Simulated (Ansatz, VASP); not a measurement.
# One calculation of Al2Cu, two programs

```xyz
3
Lattice="4.1052 0.0000 0.0000 0.0000 4.1052 0.0000 0.0000 0.0000 2.8913" Properties=species:S:1:pos:R:3 pbc="T T T"
Cu    0.0000    0.0000    0.0000
Al    0.0000    2.0526    1.4457
Al    2.0526    0.0000    1.4457
```

Alike in both runs: functional LDA; k mesh 7 × 7 × 9; occupations fermi-dirac, width 0.05 eV; no spin polarisation.

|  | VASP | Ansatz |
| --- | --- | --- |
| version | VASP 6.6.1 | Ansatz 0.2.0 |
| potentials or method | VASP PAW LDA potentials, release 64 (Cu, Al), cutoff 520 eV | all-electron LAPW, scalar-relativistic |
| task | single point | band structure |

Ansatz gave:

* gap on the k mesh at the Fermi level (eV): none
* pressure (GPa): -5.1
* traceless stress, the component that is largest in VASP (GPa): -0.83

Q: What did VASP give for the same quantities?

A: gap on the k mesh at the Fermi level (eV): none; pressure (GPa): -4.8; traceless stress, the component that is largest in VASP (GPa): -0.86.

LDA's correlation is that of Perdew and Zunger in VASP and of Perdew and Wang (1992) in Ansatz. A gap of «none» marks a metal or a gap that the smearing closes. Ansatz ran all-electron here, and VASP with PAW potentials.
